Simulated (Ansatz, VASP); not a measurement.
One calculation of CaO, two programs

INCAR

```
PREC = Accurate ; ENCUT = 520
EDIFF = 1E-6 ; ISMEAR = 0
SIGMA = 0.05 ; LREAL = F
LASPH = T ; NELM = 100
ALGO = Normal ; ISIF = 2
LWAVE = F ; LCHARG = F
GGA = PE ; NBANDS = 24
```

Contents of KPOINTS:

```
regular mesh
0
Gamma
  9 9 6
```

Contents of POSCAR:

```
CaO
1.0
    3.8310713884      0.0000000000      0.0000000000
   -1.9155356942      3.5723673138      0.0000000000
    0.0000000000      0.0000000000      4.8717016612
Ca O
2 2
Direct
    0.3333333333      0.6666666667      0.7500000000
    0.6666666667      0.3333333333      0.2500000000
    0.3333333333      0.6666666667      0.2500000000
    0.6666666667      0.3333333333      0.7500000000
```

Input for Ansatz:

```yaml
crystal:
  lattice:
    - [3.8310713884, 0.0, 0.0]
    - [-1.9155356942, 3.5723673138, 0.0]
    - [0.0, 0.0, 4.8717016612]
  atoms:
    - { symbol: Ca, position: [0.3333333333, 0.6666666667, 0.75] }
    - { symbol: Ca, position: [0.6666666667, 0.3333333333, 0.25] }
    - { symbol: O, position: [0.3333333333, 0.6666666667, 0.25] }
    - { symbol: O, position: [0.6666666667, 0.3333333333, 0.75] }
basis:
  ecutwfc: 520.0
kpoints:
  mp_grid: { grid: [9, 9, 6] }
hamiltonian:
  xc: pbe
scf:
  occupations: { method: gaussian, width: 0.05 }
output:
  forces: true
  stress: true
  eigenvalues: true
  write_density: true
  write_potential: true
  elf: true
  volumetric_format: npy
```

Change from the starting cell: strain +e along x and -e along y -0.0367, strain +e along z and -e/2 along x and y +0.0133.

Alike in both runs: task single point; functional PBE; k mesh 9 × 9 × 6; occupations gaussian, width 0.05 eV; no spin polarisation.

|  | VASP | Ansatz |
| --- | --- | --- |
| version | VASP 6.6.1 | Ansatz 0.2.0 |
| potentials or method | VASP PAW PBE potentials, release 64 (Ca_sv, O), cutoff 520 eV | scalar-relativistic, plane waves, PAW |
| valence electrons in the cell | 32 | 32 |

|  | VASP | Ansatz | Ansatz less VASP |
| --- | --- | --- | --- |
| gap on the k mesh at the Fermi level (eV) | 3.19 | 3.20 | +0.012 |
| least direct gap on the mesh (eV) | 3.19 | 3.20 | +0.012 |
| pressure (GPa) | 0.8 | 0.3 | -0.48 |
| traceless stress, the component that is largest in VASP (GPa) | 3.87 | 3.77 | -0.102 |
| rms of the force components (eV/Å) | 0.224 | 0.212 | -0.0121 |

Atom by atom the forces differ by 0.012 eV/Å (rms over components). The functional is the same, so the differences come from potentials, cutoffs and numerics.
